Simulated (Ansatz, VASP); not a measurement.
**Two plane-wave programs on ZnO**

Contents of INCAR:

```
PREC = Accurate
ENCUT = 520
EDIFF = 1E-6
ISMEAR = 0
SIGMA = 0.013000000000000001
LREAL = False
LASPH = True
NELM = 100
ALGO = Normal
ISIF = 2
LWAVE = False
LCHARG = False
GGA = PE
NBANDS = 26
```

KPOINTS

```
Automatic mesh
0
Gamma
  9 9 5
```

The input POSCAR:

```
ZnO
1.0
    3.2493080000      0.0000000000      0.0000000000
   -1.6246540000      2.8139832727      0.0000000000
    0.0000000000      0.0000000000      5.2057090000
Zn O
2 2
Direct
    0.6666666667      0.3333333333      0.0000000000
    0.3333333333      0.6666666667      0.5000000000
    0.3333333333      0.6666666667      0.8790100000
    0.6666666667      0.3333333333      0.3790100000
```

The input input.yaml:

```yaml
crystal:
  lattice:
    - [3.249308, 0.0, 0.0]
    - [-1.624654, 2.8139832727, 0.0]
    - [0.0, 0.0, 5.205709]
  atoms:
    - { symbol: Zn, position: [0.6666666667, 0.3333333333, 0.0] }
    - { symbol: Zn, position: [0.3333333333, 0.6666666667, 0.5] }
    - { symbol: O, position: [0.3333333333, 0.6666666667, 0.87901] }
    - { symbol: O, position: [0.6666666667, 0.3333333333, 0.37901] }
hamiltonian:
  xc: pbe
  pseudopotentials: { kind: paw }
kpoints:
  mp_grid: { grid: [9, 9, 5] }
scf:
  occupations: { method: gaussian, width: 0.013 }
output:
  forces: true
  stress: true
  eigenvalues: true
  write_density: true
  write_potential: true
  elf: true
  volumetric_format: npy
```

Alike in both runs: task single point; functional PBE; k mesh 9 × 9 × 5; occupations gaussian, width 0.013 eV; no spin polarisation.

|  | VASP | Ansatz |
| --- | --- | --- |
| version | VASP 6.6.1 | Ansatz 0.2.0 |
| potentials or method | VASP PAW PBE potentials, release 64 (Zn, O) | Ansatz PAW |
| plane-wave cutoff (eV) | 520 | 420 |
| valence electrons in the cell | 36 | 36 |

Ansatz gave:

* gap on the k mesh at the Fermi level (eV): 0.80
* least direct gap on the mesh (eV): 0.80
* pressure (GPa): 4.9
* traceless stress, the component that is largest in VASP (GPa): 1.14
* rms of the force components (eV/Å): 0.040

Estimate VASP's values.

gap on the k mesh at the Fermi level (eV): 0.79; least direct gap on the mesh (eV): 0.79; pressure (GPa): 6.0; traceless stress, the component that is largest in VASP (GPa): 1.17; rms of the force components (eV/Å): 0.043.

Atom by atom the forces differ by 0.002 eV/Å (rms over components).

Noted on Ansatz's run: odd divisions of the mesh miss points on the zone boundary, where band edges often lie, so the gap on the mesh can be too wide.
